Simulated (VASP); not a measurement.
Crystal: Zn.

```
CELL_PARAMETERS angstrom
2.67000 0.00000 0.00000
-1.33500 2.31229 0.00000
0.00000 0.00000 4.96600
ATOMIC_POSITIONS crystal
Zn 0.66667 0.33333 0.75000
Zn 0.33333 0.66667 0.25000
```

```yaml
Program: VASP 6.6.1
Task: relaxation of cell and atoms
Functional: PBEsol
Dispersion: D3(BJ)
Potentials_or_basis: VASP PAW PBE potentials, release 64 (Zn)
Cutoff: 600 eV
k_mesh: 11 × 11 × 6
Occupations: fermi-dirac, width 0.05 eV
Spin: no spin polarisation
```

At the start: pressure -9.2 GPa; volume 15.33 Å³/atom.

Problem. Where does the relaxation end?

Solution. Over 10 steps the energy falls by 76.9 meV/atom and the volume is 13.37 Å³/atom (-12.8 %); space group P6_3/mmc (No. 194, to 0.05 Å).

Step by step:
| step | energy change (eV) | largest force (eV/Å) | pressure (GPa) | volume (Å³) |
| --- | --- | --- | --- | --- |
| 1 | 0.0000 | 0.0000 | -9.16 | 30.66 |
| 2 | -0.1074 | 0.0000 | 1.43 | 26.93 |
| 3 | -0.1089 | 0.0000 | 0.05 | 27.28 |
| 4 | -0.1214 | 0.0000 | 0.09 | 27.10 |
| 5 | -0.1339 | 0.0000 | 0.38 | 26.83 |
| 6 | -0.1503 | 0.0000 | 2.12 | 26.24 |
| 7 | -0.1471 | 0.0000 | -1.79 | 27.24 |
| 8 | -0.1532 | 0.0000 | 0.49 | 26.63 |
| 9 | -0.1536 | 0.0000 | -0.31 | 26.80 |
| 10 | -0.1538 | 0.0000 | 0.01 | 26.75 |

Final structure:
```yaml
crystal:
  lattice:
    - [2.65434, 0.00000, 0.00000]
    - [-1.32717, 2.29873, 0.00000]
    - [0.00000, 0.00000, 4.38330]
  atoms:
    - { symbol: Zn, position: [0.66667, 0.33333, 0.75000] }
    - { symbol: Zn, position: [0.33333, 0.66667, 0.25000] }
```

Caveat: the PAW data sets were made with another functional, which shifts forces and pressure a little; the volume moved by -13 % from the deposited cell, more than functionals usually miss; pairwise dispersion overbinds metals, which lowers pressure and volume.
